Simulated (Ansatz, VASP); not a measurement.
## One calculation of SiC, two programs

POSCAR

```
SiC
1.0
    3.1368633640      0.0000000000      0.0000000000
   -1.5684316820      2.7166033614      0.0000000000
    0.0000000000      0.0000000000      5.0321377631
Si C
2 2
Direct
    0.3333333333      0.6666666667     -0.0014138072
    0.6666666667      0.3333333333      0.4985861928
    0.3333333333      0.6666666667      0.3764138072
    0.6666666667      0.3333333333      0.8764138072
```

The input INCAR.step1:

```
SYSTEM = SiC
  PREC = Accurate
  ENCUT = 520
  ISMEAR = 0
  SIGMA = 0.01
  LREAL = .FALSE.
  LASPH = .TRUE.
  NELM = 60
  NBANDS = 16
  GGA = PE
  ALGO = Normal
  EDIFF = 1E-4
  LWAVE = .TRUE.
  LCHARG = .FALSE.
```

The input INCAR.step2:

```
SYSTEM = SiC
  PREC = Accurate
  ENCUT = 520
  EDIFF = 1E-6
  ISMEAR = 0
  SIGMA = 0.01
  LREAL = .FALSE.
  LASPH = .TRUE.
  NELM = 60
  ALGO = Normal
  ISIF = 2
  LWAVE = .FALSE.
  LCHARG = .FALSE.
  METAGGA = R2SCAN
  LMIXTAU = .TRUE.
  NBANDS = 16
  ISTART = 1
```

File KPOINTS:

```
regular mesh
0
G
  12 12 6
  0 0 0
```

Input for Ansatz:

```yaml
crystal:
  lattice:
    - [3.136863364, 0.0, 0.0]
    - [-1.568431682, 2.7166033614, 0.0]
    - [0.0, 0.0, 5.0321377631]
  atoms:
    - { symbol: Si, position: [0.3333333333, 0.6666666667, -0.0014138072] }
    - { symbol: Si, position: [0.6666666667, 0.3333333333, 0.4985861928] }
    - { symbol: C, position: [0.3333333333, 0.6666666667, 0.3764138072] }
    - { symbol: C, position: [0.6666666667, 0.3333333333, 0.8764138072] }
kpoints:
  mp_grid: { grid: [12, 12, 6] }
  band_path:
    path:
      - [0.0, 0.0, 0.0]
      - [0.5, 0.0, 0.0]
      - [0.3333333333, 0.3333333333, 0.0]
      - [0.0, 0.0, 0.5]
      - [0.5, 0.0, 0.5]
      - [0.3333333333, 0.3333333333, 0.5]
    npoints: 1
hamiltonian:
  xc: r2scan
scf:
  occupations: { method: fixed }
  n_extra_bands: 5
output:
  forces: true
  stress: true
  eigenvalues: true
  write_density: true
  write_potential: true
  elf: true
  volumetric_format: npy
```

Change from the starting cell: epitaxial_xy strain +2.0%.

Alike in both runs: task single point; functional r2SCAN; k mesh 12 × 12 × 6; no spin polarisation.

```csv
,VASP,Ansatz
version,VASP 6.6.1,Ansatz 0.2.0
potentials or method,"VASP PAW PBE potentials, release 64 (Si, C)","plane waves, PAW"
plane-wave cutoff (eV),520,500
occupations,"gaussian, width 0.01 eV",fixed
valence electrons in the cell,16,16
```

VASP gave:

* gap on the k mesh at the Fermi level (eV): 2.79
* pressure (GPa): -7.9
* traceless stress, the component that is largest in VASP (GPa): 7.78

Q: Estimate Ansatz's values.

A: gap on the k mesh at the Fermi level (eV): 2.78; pressure (GPa): -7.7; traceless stress, the component that is largest in VASP (GPa): 7.73.

VASP's potentials were made for PBE, not for r2SCAN.
